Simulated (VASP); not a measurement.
Runs of VASP 6.6.1 on SiC. The structure is that of space group F-43m (No. 216), or close to it. The cells are those of the table. 

```csv
task,level,potentials or basis,cell,k mesh,cutoff (eV),smearing,grid for exact exchange (PRECFOCK),gap on the mesh (eV),pressure (GPa),relaxed volume (Å³/atom)
single point,PBE,"VASP PAW PBE potentials, release 64 (Si, C)","a = 3.080 Å, angles 60.0°, 2 atoms",6 × 6 × 6,520,gaussian 0.01 eV,-,1.35,3.5,-
single point,PBE0,"VASP PAW PBE potentials, release 64 (Si, C)","a = 3.080 Å, angles 60.0°, 2 atoms",8 × 8 × 8,520,gaussian 0.01 eV,Normal,2.96,(a),-
single point,PBE,"VASP PAW PBE potentials, release 64 (Si, C)","a = 3.080 Å, angles 60.0°, 2 atoms",10 × 10 × 10,520,fermi-dirac 0.02 eV,-,1.36,3.5,-
relaxation of cell and atoms,PBE,"VASP PAW PBE potentials, release 64 (Si, C)","relaxed from a = 2.958 Å, angles 60.0°, 2 atoms",10 × 10 × 10,600,fermi-dirac 0.02 eV,-,1.37,0.0,(b)
relaxation of cell and atoms,LDA,"VASP PAW LDA potentials, release 64 (Si, C)","relaxed from a = 3.097 Å, angles 60.0°, 2 atoms",10 × 10 × 10,600,fermi-dirac 0.02 eV,-,1.29,-0.1,(c)
single point,r2SCAN,"VASP PAW PBE potentials, release 64 (Si, C)","a = 3.080 Å, angles 60.0°, 2 atoms",10 × 10 × 10,520,fermi-dirac 0.02 eV,-,1.72,-0.1,-
single point,r2SCAN,"VASP PAW PBE potentials, release 64 (Si, C)","a = 3.080 Å, angles 60.0°, 2 atoms",10 × 10 × 10,520,gaussian 0.01 eV,-,1.72,-0.1,-
```

Alike in all rows: no spin polarisation.

**Question.** Estimate the missing entries.

**Answer.** (a) -1.7; (b) 10.50; (c) 10.15.

Caveats: the PAW data sets were made with another functional, which shifts forces and pressure a little (some runs).

A k mesh can miss the band edges.
